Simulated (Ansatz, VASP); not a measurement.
One calculation of Rh, two programs

```
CELL_PARAMETERS angstrom
2.65439 0.00000 0.00000
0.00000 2.65439 0.00000
0.00000 0.00000 23.50780
ATOMIC_POSITIONS crystal
Rh 0.00000 0.00000 0.34345
Rh 0.50000 0.50000 0.41958
Rh 0.00000 0.00000 0.50000
Rh 0.50000 0.50000 0.58042
Rh 0.00000 0.00000 0.65655
```

Alike in both runs: functional LDA; k mesh 14 × 14 × 1; occupations fermi-dirac, width 0.05 eV; no spin polarisation.

Ansatz relaxed the structure, and its values are those at the end. VASP's run is a single point on that final structure, the one shown.

|  | VASP | Ansatz |
| --- | --- | --- |
| version | VASP 6.6.1 | Ansatz 0.2.0 |
| potentials or method | VASP PAW LDA potentials, release 64 (Rh_pv) | PAW with Ansatz's default frozen-core files, scalar-relativistic |
| plane-wave cutoff (eV) | 520 | 420 |
| valence electrons in the cell | 75 | 85 |

Ansatz gave:

- rms of the force components (eV/Å): 0.004

**Question.** Estimate VASP's values.

**Answer.** rms of the force components (eV/Å): 0.018.

LDA's correlation is that of Perdew and Zunger in VASP and of Perdew and Wang (1992) in Ansatz. VASP's potentials hold 75 valence electrons a cell and Ansatz's 85, so a difference there can come from the potentials and not from the codes. Ansatz's warnings: stress scf threshold loose.
